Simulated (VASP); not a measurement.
**BN: single point with PBE**

The system is BN.

```
B N
1.0
     2.50082    0.00000    0.00000
    -1.25041    2.16578    0.00000
     0.00000    0.00000    4.13648
B N
2 2
Direct
  0.33333 0.66667 0.00020
  0.66667 0.33333 0.50020
  0.33333 0.66667 0.37480
  0.66667 0.33333 0.87480
```

This cell differs from its parent crystal: volume changed by -5%.

- Program: VASP 6.6.1
- Task: single point
- Functional: PBE
- Potentials or basis: VASP PAW PBE potentials, release 64 (B, N)
- Cutoff: 520 eV
- k mesh: 9 × 9 × 4
- Occupations: gaussian, width 0.01 eV
- Spin: no spin polarisation
- Dipole correction: no
- Further INCAR settings: ALGO = Normal; EDIFF = 1e-06; NBANDS = 16

The pressure is 27.0 GPa, the largest force is 0.050 eV/Å and the band gap on the k mesh is 5.10 eV, indirect (least direct gap 8.54 eV).

Forces in eV/Å, atoms in the order of the input:
```
B    0.000  0.000  0.050
B    0.000  0.000  0.050
N    0.000  0.000 -0.050
N    0.000  0.000 -0.050
```

Stress tensor (GPa, compression positive):
```
26.96  0.00  0.00
 0.00 26.96  0.00
 0.00  0.00 27.07
```

Levels at points of the mesh, in eV from the valence-band top:
```
           k point  band 6  band 7  band 8  band 9  band 10  band 11
(0.00, 0.00, 0.00)   -0.29    0.00    0.00    8.59     8.59     8.91
(0.00, 0.00, 0.50)   -1.24   -1.24   -1.24    9.99     9.99    10.22
```

Run time: 21 s on 1 thread of Intel Xeon 8259CL, on a shared host, peak memory 0.1 GiB.

 A k mesh can miss the band edges.
